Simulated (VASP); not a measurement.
Here is a VASP 6.6.1 calculation.

INCAR

```
ALGO = Normal ; EDIFF = 1E-6
ENCUT = 520 ; GGA = PE
ISIF = 2 ; ISMEAR = -1
ISPIN = 2 ; LASPH = True
LCHARG = False ; LMAXMIX = 4
LORBIT = 11 ; LREAL = False
LWAVE = False ; MAGMOM = 2 0
NBANDS = 19 ; NELM = 150
PREC = Accurate ; SIGMA = 0.05
```

KPOINTS

```
k-points
0
Gamma
  19 19 19
```

The input POSCAR:

```
NiO
1.0
    0.0000000000      2.0809689723      2.0809689723
    2.0809689723      0.0000000000      2.0809689723
    2.0809689723      2.0809689723      0.0000000000
Ni O
1 1
Direct
    0.0000000000      0.0000000000      0.0000000000
    0.5000000000      0.5000000000      0.5000000000
```

Potentials or basis: VASP PAW PBE potentials, release 64 (Ni, O).

The run is started by

```bash
$ cat potpaw_PBE.64/Ni/POTCAR potpaw_PBE.64/O/POTCAR > POTCAR
$ mpirun -np 1 vasp_std > vasp.out
```

Q: Estimate the net moment.

A: 1.66 μB per cell.

Q: Estimate the pressure.

A: 6.6 GPa.

Q: Estimate the site moments.

A: Ni +1.37; O +0.25 μB.

Caveat: the cell stands under pressure; a cell with one magnetic atom can't hold antiferromagnetic order, which such compounds often take.
